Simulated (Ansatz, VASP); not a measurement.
Two plane-wave programs on SnS2

```
Sn S
1.0
     3.66109    0.00000    0.00000
    -1.83055    3.17060    0.00000
     0.00000    0.00000    5.96692
Sn S
1 2
Direct
  0.00000 0.00000 0.00000
  0.33333 0.66667 0.24545
  0.66667 0.33333 0.75455
```

Alike in both runs: functional r2SCAN; dispersion rVV10; k mesh 9 × 9 × 6; occupations gaussian, width 0.02 eV; no spin polarisation.

Ansatz relaxed the structure, and its values are those at the end. VASP's run is a single point on that final structure, the one shown.

|  | VASP | Ansatz |
| --- | --- | --- |
| version | VASP 6.6.1 | Ansatz 0.2.0 |
| potentials or method | VASP PAW PBE potentials, release 64 (Sn_d, S), cutoff 550 eV | scalar-relativistic, plane waves, PAW |
| valence electrons in the cell | 26 | 26 |

|  | VASP | Ansatz | Ansatz less VASP |
| --- | --- | --- | --- |
| gap on the k mesh at the Fermi level (eV) | 1.76 | 1.75 | -0.011 |
| least direct gap on the mesh (eV) | 2.24 | 2.23 | -0.004 |
| pressure (GPa) | 0.0 | 0.0 | 0.00 |
| rms of the force components (eV/Å) | 0.004 | 0.000 | -0.0034 |

VASP's potentials were made for PBE, not for r2SCAN.
